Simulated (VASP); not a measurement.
YbRh3C:

```
Yb Rh C
1.0
     4.13553    0.00000    0.00000
     0.00000    4.13553    0.00000
     0.00000    0.00000    4.13553
Yb Rh C
1 3 1
Direct
  0.00000 0.00000 0.00000
  0.00000 0.50000 0.50000
  0.50000 0.50000 0.00000
  0.50000 0.00000 0.50000
  0.50000 0.50000 0.50000
```

Base run:

| Item | Value |
| --- | --- |
| Program | VASP 6.6.1 |
| Functional | PBEsol |
| Potentials or basis | VASP PAW PBE potentials, release 64 (Yb, Rh_pv, C) |
| Cutoff | 520 eV |
| k mesh | 5 × 5 × 5 |
| Occupations | methfessel-paxton, width 0.1 eV |
| Spin | no spin polarisation |

Its results: pressure -6.3 GPa.

**Question.** The run is repeated on the same cell with these changes: occupations from methfessel-paxton, width 0.1 eV to methfessel-paxton, width 0.5 eV. What comes out?

**Answer.** Pressure -4.8 GPa.

Caveats: the PAW data sets were made with another functional, which shifts forces and pressure a little.
